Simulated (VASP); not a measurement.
A run of VASP 6.6.1 is set up as follows.

File INCAR:

```
SYSTEM = BN
PREC     = Accurate       ! precision mode
ENCUT    = 520            ! plane-wave cutoff, eV
EDIFF    = 1E-6           ! SCF threshold, eV
ISMEAR   = 0              ! smearing method
SIGMA    = 0.05           ! smearing width, eV
LREAL    = .FALSE.        ! projectors in reciprocal space
LASPH    = .TRUE.         ! aspherical terms in the spheres
NELM     = 80             ! most SCF steps
ALGO     = Normal         ! electronic algorithm
ISIF     = 2              ! what is computed and relaxed
LWAVE    = .FALSE.        ! write WAVECAR
LCHARG   = .FALSE.        ! write CHGCAR
GGA      = PE             ! functional
NBANDS   = 16             ! bands
```

KPOINTS

```
Automatic mesh
0
G
  6 6 6
  0 0 0
```

POSCAR

```
BN
1.0
    0.0000000000     -1.8123937734     -1.8123937734
   -1.8123937734      0.0000000000     -1.8123937734
    1.8123937734      1.8123937734     -3.6247875468
B N
2 2
Direct
    0.0203332258      0.0003200587      0.0000000000
    0.4796667742      0.4996799413      0.5000000000
    0.3958083181      0.3753275369      0.8750000000
    0.8541916819      0.8746724631      0.3750000000
```

Potentials or basis: VASP PAW PBE potentials, release 64 (B, N).

Launch:

```sh
$ cat potpaw_PBE.64/B/POTCAR potpaw_PBE.64/N/POTCAR > POTCAR
$ mpirun -np 1 vasp_std > vasp.out
```

**Question.** What does it give for the band gap on the k mesh?

**Answer.** 4.40 eV.

**Question.** Predict the pressure.

**Answer.** 0.1 GPa.

**Question.** What does it give for the largest force?

**Answer.** 0.646 eV/Å.

Forces on the atoms (eV/Å):
```
B    0.009  0.338  0.347
B   -0.001 -0.341 -0.343
N    0.003  0.455  0.458
N   -0.011 -0.451 -0.462
```

Caveat: the k points lie up to 0.48 Å⁻¹ apart; the cell differs from its parent crystal (mode 4 frozen in at -0.017 Å and mode 5 at -0.051 Å (largest displacements)). A k mesh can miss the band edges.
